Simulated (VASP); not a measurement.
# SnSe2 (P6_3/mmc) in VASP: single point with r2SCAN

Aim: the single point of SnSe2 with r2SCAN.

Everything below comes from runs of VASP 6.6.1. Logs are shortened: lines on timing, memory, paths and dates and some standing lists are left out, and cuts for length are marked.

## 1. The cell of the first run

Symmetry: P6_3/mmc, No. 194, hexagonal system. The conventional cell has a = 5.375 Å, b = 5.375 Å, c = 5.599 Å, α = 90.00°, β = 90.00°, γ = 120.00°. Within 3.7 Å of Se (site symmetry -6m2) lie 5 Sn at 2.80 to 3.10 Å and 6 Se at 3.40 Å. Within 3.7 Å of Se (site symmetry -3m) lie 8 Se at 2.80 to 3.40 Å and 6 Sn at 3.40 Å. Sn (site symmetry -6m2) has 11 Se at 2.80 to 3.40 Å within 3.7 Å.

## 2. Single point, r2SCAN

POSCAR

```
SnSe2
1.0
    5.3751155446      0.0000000000      0.0000000000
   -2.6875577723      4.6549866099      0.0000000000
    0.0000000000      0.0000000000      5.5986097774
Se Sn
4 2
Direct
    0.3333333333      0.6666666667      0.7500000000
    0.6666666667      0.3333333333      0.2500000000
    0.0000000000      0.0000000000      0.0000000000
    0.0000000000      0.0000000000      0.5000000000
    0.3333333333      0.6666666667      0.2500000000
    0.6666666667      0.3333333333      0.7500000000
```

INCAR.step1

```
  ALGO = Normal
  EDIFF = 1E-4
  ENCUT = 520
  GGA = PE
  ISMEAR = -1
  LASPH = T
  LCHARG = F
  LREAL = F
  LWAVE = T
  NBANDS = 35
  NELM = 60
  PREC = Accurate
  SIGMA = 0.1
```

INCAR.step2

```
  ALGO = Normal
  EDIFF = 1E-6
  ENCUT = 520
  ISIF = 2
  ISMEAR = -1
  ISTART = 1
  LASPH = T
  LCHARG = F
  LMIXTAU = T
  LREAL = F
  LWAVE = F
  METAGGA = R2SCAN
  NBANDS = 35
  NELM = 60
  PREC = Accurate
  SIGMA = 0.1
```

KPOINTS

```
k-points
0
Gamma
  8 8 6
```

Potentials or basis: VASP PAW PBE potentials, release 64 (Se, Sn_d).

The run is started by

```bash
cat potpaw_PBE.64/Se/POTCAR potpaw_PBE.64/Sn_d/POTCAR > POTCAR
cp INCAR.step1 INCAR
mpirun -np 1 vasp_std > vasp.out
cp INCAR.step2 INCAR
mpirun -np 1 vasp_std > vasp.out
```

OUTCAR:

```text
EDIFF = 1E-6
   ENCUT = 520
   ISIF = 2
   ISMEAR = -1
   ISTART = 1
   LASPH = T
   LREAL = F
   METAGGA = R2SCAN
   NELM = 60
   PREC = Accurate

 ion  position               nearest neighbor table
   1  0.333  0.667  0.750-   5 2.80   5 2.80   6 3.10   6 3.10   6 3.10
   2  0.667  0.333  0.250-   6 2.80   6 2.80   5 3.10   5 3.10   5 3.10
   3  0.000  0.000  0.000-
   4  0.000  0.000  0.500-
   5  0.333  0.667  0.250-   1 2.80   1 2.80   2 3.10   2 3.10   2 3.10
   6  0.667  0.333  0.750-   2 2.80   2 2.80   1 3.10   1 3.10   1 3.10

  LATTYP: Found a hexagonal cell.
 ALAT       =     5.3751155446
 C/A-ratio  =     1.0415794286

  Lattice vectors:

 A1 = (   5.3751155446,   0.0000000000,   0.0000000000)
 A2 = (  -2.6875577723,   4.6549866099,   0.0000000000)
 A3 = (   0.0000000000,   0.0000000000,   5.5986097774)

Analysis of symmetry for initial positions (statically):
=====================================================================
 Subroutine PRICEL returns:
 Original cell was already a primitive cell.

 Routine SETGRP: Setting up the symmetry group for a
 hexagonal supercell.

 Subroutine GETGRP returns: Found 24 space group operations
 (whereof 12 operations were pure point group operations)
 out of a pool of 24 trial point group operations.

The static configuration has the point symmetry D_3d.
 The point group associated with its full space group is D_6h.

Analysis of symmetry for dynamics (positions and initial velocities):
=====================================================================
 Subroutine PRICEL returns:
 Original cell was already a primitive cell.

 Routine SETGRP: Setting up the symmetry group for a
 hexagonal supercell.

 Subroutine GETGRP returns: Found 24 space group operations
 (whereof 12 operations were pure point group operations)
 out of a pool of 24 trial point group operations.

The dynamic configuration has the point symmetry D_3d.
 The point group associated with its full space group is D_6h.

 Subroutine INISYM returns: Found 24 space group operations
 (whereof 12 operations are pure point group operations),
 and found     1 'primitive' translations

----------------------------------------------------------------------------------------

                                     Primitive cell

  volume of cell :     140.0833

  direct lattice vectors                    reciprocal lattice vectors
     5.375115545  0.000000000  0.000000000     0.186042512  0.107411695  0.000000000
    -2.687557772  4.654986610  0.000000000     0.000000000  0.214823389  0.000000000
     0.000000000  0.000000000  5.598609777     0.000000000  0.000000000  0.178615771

  length of vectors
     5.375115545  5.375115545  5.598609777     0.214823389  0.214823389  0.178615771

  position of ions in fractional coordinates (direct lattice)
     0.333333333  0.666666667  0.750000000
     0.666666667  0.333333333  0.250000000
     0.000000000  0.000000000  0.000000000
     0.000000000  0.000000000  0.500000000
     0.333333333  0.666666667  0.250000000
     0.666666667  0.333333333  0.750000000

  ion indices of the primitive-cell ions
   primitive index   ion index
                 1           1
                 2           2
                 3           3
                 4           4
                 5           5
                 6           6

----------------------------------------------------------------------------------------

 KPOINTS: k-points

Automatic generation of k-mesh.
 Grid dimensions read from file:
 generate k-points for:    8    8    6

 Generating k-lattice:

  Cartesian coordinates                     Fractional coordinates (reciprocal lattice)
     0.023255314  0.013426462  0.000000000     0.125000000  0.000000000  0.000000000
     0.000000000  0.026852924  0.000000000     0.000000000  0.125000000  0.000000000
     0.000000000  0.000000000  0.029769295     0.000000000  0.000000000  0.166666667

  Length of vectors
     0.026852924  0.026852924  0.029769295

  Shift w.r.t. Gamma in fractional coordinates (k-lattice)
     0.000000000  0.000000000  0.000000000

 Subroutine IBZKPT returns following result:
 ===========================================

 Found     40 irreducible k-points:

 Following reciprocal coordinates:
            Coordinates               Weight
  0.000000  0.000000  0.000000      1.000000
  0.125000  0.000000  0.000000      6.000000
  0.250000  0.000000  0.000000      6.000000
  0.375000 -0.000000  0.000000      6.000000
  0.500000  0.000000  0.000000      3.000000
  0.125000  0.125000  0.000000      6.000000
[... 16 lines left out ...]
  0.250000  0.000000  0.333333     12.000000
  0.375000 -0.000000  0.333333     12.000000
 [... further k-points ...]
   k-points           NKPTS =     40   k-points in BZ     NKDIM =     40   number of bands    NBANDS=     35
   number of dos      NEDOS =    301   number of ions     NIONS =      6
   total plane-waves  NPLWV =  67200
   dimension x,y,z NGX =    40 NGY =   40 NGZ =   42
   dimension x,y,z NGXF=    80 NGYF=   80 NGZF=   84
   ions per type =               4   2
   NGX,Y,Z   is equivalent  to a cutoff of  12.37, 12.37, 12.47 a.u.
   NGXF,Y,Z  is equivalent  to a cutoff of  24.74, 24.74, 24.94 a.u.
 SYSTEM =  unknown system
   PREC   = accura    normal or accurate (medium, high low for compatibility)
   ISTART =      1    job   : 0-new  1-cont  2-samecut
   ICHARG =      0    charge: 1-file 2-atom 10-const
   ISPIN  =      1    spin polarized calculation?
   LNONCOLLINEAR =      F non collinear calculations
   LSORBIT =      F    spin-orbit coupling
   LASPH  =      T    aspherical Exc in radial PAW
   ENCUT  =  520.0 eV  38.22 Ry    6.18 a.u.   9.99  9.99 10.41*2*pi/ulx,y,z
   NELM   =     60;   NELMIN=  2; NELMDL=  0     # of ELM steps
   EDIFF  = 0.1E-05   stopping-criterion for ELM
   LREAL  =      F    real-space projection
[... 7 lines left out ...]
   TEBEG  =    0.0;   TEEND  =   0.0 temperature during run
   PSTRESS=    0.0 pullay stress
   NELECT =      52.0000    total number of electrons
   NUPDOWN=      -1.0000    fix difference up-down
   EMIN   =  10.00;   EMAX   =-10.00  energy-range for DOS
   EFERMI =   0.00;   METHOD = LEGACY
   ISMEAR =    -1;   SIGMA  =   0.10  broadening in eV -4-tet -1-fermi 0-gaus
   EFERMI_NEDOS =   21; number of points for ismear=-14 and -15
   IALGO  =     38    algorithm
   IMIX   =      4    mixing-type and parameters
     AMIX     =   0.40;   BMIX     =  1.00
     AMIX_MAG =   1.60;   BMIX_MAG =  1.00
  volume/ion in A,a.u.               =      23.35       157.55
  Fermi-wavevector in a.u.,A,eV,Ry     =   1.176559  2.223375 18.834431  1.384292
  Thomas-Fermi vector in A             =   2.312921
   LORBIT       =      0    0 simple, 1 ext, 2 COOP (PROOUT), +10 PAW based schemes
   METAGGA = R2SCAN    functional components
   LHFCALC =     F    Hartree Fock is set to
   AEXX    =    0.0000 exact exchange contribution
   IVDW    =     0    specifies the selected vdW correction
   LEPSILON=     F    determine dielectric tensor
   LRPA    =     F    only Hartree local field effects (RPA)
 non-spin polarized calculation
  energy-cutoff  :      520.00
  volume of cell :      140.08
 maximum number of plane-waves:      3793
 NGX is ok and might be reduce to    40
   NGX = 19   NGY = 19   NGZ = 21

 number of electron      52.0000019 magnetization

 Free energy of the ion-electron system (eV)
  ---------------------------------------------------
  ext. energy  EPLUGINS =         0.00000000
  ---------------------------------------------------
  free energy    TOTEN  =      -106.28135470 eV

  energy without entropy =     -106.16590323  energy(sigma->0) =     -106.22362897

 E-fermi :   5.5781     XC(G=0): -10.8307

 val. band max:        5.5711874050   @ k =   0.2500   0.2500   0.0000
 cond. band min:       5.5971199950   @ k =   0.1250   0.1250   0.3333
 fundamental gap:      0.0259325900
 Fermi energy:         5.5781166069

 k-point     1 :       0.0000    0.0000    0.0000
  band No.  band energies     occupation
      1     -16.6508      2.00000
      2     -16.6185      2.00000
      3     -16.6159      2.00000
      4     -16.6158      2.00000
      5     -16.6156      2.00000
      6     -16.6155      2.00000
[... 27 lines left out ...]
     34      10.9677      0.00000
     35      13.1655      0.00000

 k-point     2 :       0.1250    0.0000    0.0000
  band No.  band energies     occupation
      1     -16.6501      2.00000
      2     -16.6218      2.00000
      3     -16.6166      2.00000
      4     -16.6158      2.00000
      5     -16.6143      2.00000
      6     -16.6130      2.00000
[... 27 lines left out ...]
     34      11.2777      0.00000
     35      13.2402      0.00000

 k-point     3 :       0.2500    0.0000    0.0000
  band No.  band energies     occupation
      1     -16.6481      2.00000
      2     -16.6266      2.00000
      3     -16.6170      2.00000
      4     -16.6152      2.00000
      5     -16.6128      2.00000
      6     -16.6108      2.00000
[... 27 lines left out ...]
     34      11.8574      0.00000
     35      13.2892      0.00000

 k-point     4 :       0.3750   -0.0000    0.0000
  band No.  band energies     occupation
      1     -16.6457      2.00000
      2     -16.6309      2.00000
      3     -16.6171      2.00000
      4     -16.6148      2.00000
      5     -16.6116      2.00000
      6     -16.6095      2.00000
[... 27 lines left out ...]
     34      12.4747      0.00000
     35      13.2398      0.00000

 k-point     5 :       0.5000    0.0000    0.0000
  band No.  band energies     occupation
      1     -16.6443      2.00000
      2     -16.6328      2.00000
      3     -16.6171      2.00000
      4     -16.6146      2.00000
      5     -16.6111      2.00000
      6     -16.6091      2.00000
[... 638 lines left out ...]
 k-point    22 :       0.1250    0.0000    0.3333
  band No.  band energies     occupation
      1     -16.6362      2.00000
      2     -16.6213      2.00000
      3     -16.6179      2.00000
      4     -16.6177      2.00000
      5     -16.6168      2.00000
      6     -16.6167      2.00000
[... 27 lines left out ...]
     34      10.5278      0.00000
     35      13.3075      0.00000

 k-point    23 :       0.2500    0.0000    0.3333
  band No.  band energies     occupation
      1     -16.6350      2.00000
      2     -16.6231      2.00000
      3     -16.6174      2.00000
      4     -16.6171      2.00000
      5     -16.6155      2.00000
      6     -16.6154      2.00000
[... 27 lines left out ...]
     34      10.4609      0.00000
     35      13.4385      0.00000

 k-point    24 :       0.3750   -0.0000    0.3333
  band No.  band energies     occupation
      1     -16.6335      2.00000
      2     -16.6250      2.00000
      3     -16.6166      2.00000
      4     -16.6163      2.00000
      5     -16.6144      2.00000
      6     -16.6143      2.00000
[... 27 lines left out ...]
     34      10.2598      0.00000
     35      13.1110      0.00000

 [... further k-points ...]

------------------------ aborting loop because EDIFF is reached ----------------------------------------

  FORCE on cell =-STRESS in cart. coord.  units (eV):
  Direction    XX          YY          ZZ          XY          YZ          ZX
  --------------------------------------------------------------------------------------
  -------------------------------------------------------------------------------------
  Total       -0.0046377     -0.0046377      0.0185349      0.0000000     -0.0000000      0.0000000
  in kB       -0.0530427     -0.0530427      0.2119894      0.0000000     -0.0000000      0.0000000
  external PRESSURE =       0.0353013 kB  Pullay stress =       0.0000000 kB

 VOLUME and BASIS-vectors are now :
 -----------------------------------------------------------------------------
  energy-cutoff  :      520.00
  volume of cell :      140.08
      direct lattice vectors                 reciprocal lattice vectors
     5.375115545  0.000000000  0.000000000     0.186042512  0.107411695  0.000000000
    -2.687557772  4.654986610  0.000000000     0.000000000  0.214823389  0.000000000
     0.000000000  0.000000000  5.598609777     0.000000000  0.000000000  0.178615771

 POSITION                                       TOTAL-FORCE (eV/Angst)
 -----------------------------------------------------------------------------------
     -0.00000      3.10332      4.19896         0.000000      0.000000     -0.000000
      2.68756      1.55166      1.39965         0.000000     -0.000000     -0.000000
      0.00000      0.00000      0.00000         0.000000     -0.000000     -0.000000
      0.00000      0.00000      2.79930         0.000000     -0.000000     -0.000000
     -0.00000      3.10332      1.39965        -0.000000      0.000000      0.000000
      2.68756      1.55166      4.19896         0.000000     -0.000000     -0.000000
 -----------------------------------------------------------------------------------
    total drift:                                0.000000      0.000000     -0.000000

  FREE ENERGIE OF THE ION-ELECTRON SYSTEM (eV)
  ---------------------------------------------------
  free  energy   TOTEN  =      -106.2813546994 eV

  energy  without entropy=     -106.1659032346  energy(sigma->0) =     -106.22362897
```

Run time: 18 min. Hardware: 1 thread of Oxide Virtual Turin-like, shared host; peak memory 0.34 GiB.

What came out:

```yaml
Free_energy: -106.2814 eV
Pressure: 0.0 GPa
Band_gap_on_the_k_mesh: zero (band 26 reaches 6.15 eV, above the bottom of band 27 at 4.34 eV)
```

Levels at points of the mesh, in eV from the Fermi level:
```csv
k point,band 23,band 24,band 25,band 26,band 27,band 28,band 29,band 30
"(0.00, 0.00, 0.00)",-3.27,-1.25,-1.25,-0.85,-0.85,2.39,2.39,3.67
"(0.50, 0.00, 0.00)",-1.48,-1.04,-0.35,-0.27,0.35,2.35,3.46,3.64
"(0.00, 0.00, 0.50)",-2.34,-2.34,-1.93,-1.93,0.72,0.72,2.97,2.97
"(0.50, 0.00, 0.50)",-0.83,-0.83,-0.14,-0.14,0.45,0.45,2.60,2.60
```

Caveat: the PAW data sets were made with another functional, which shifts forces and pressure a little; spin-orbit coupling is left out, which moves the levels of the heavy elements.
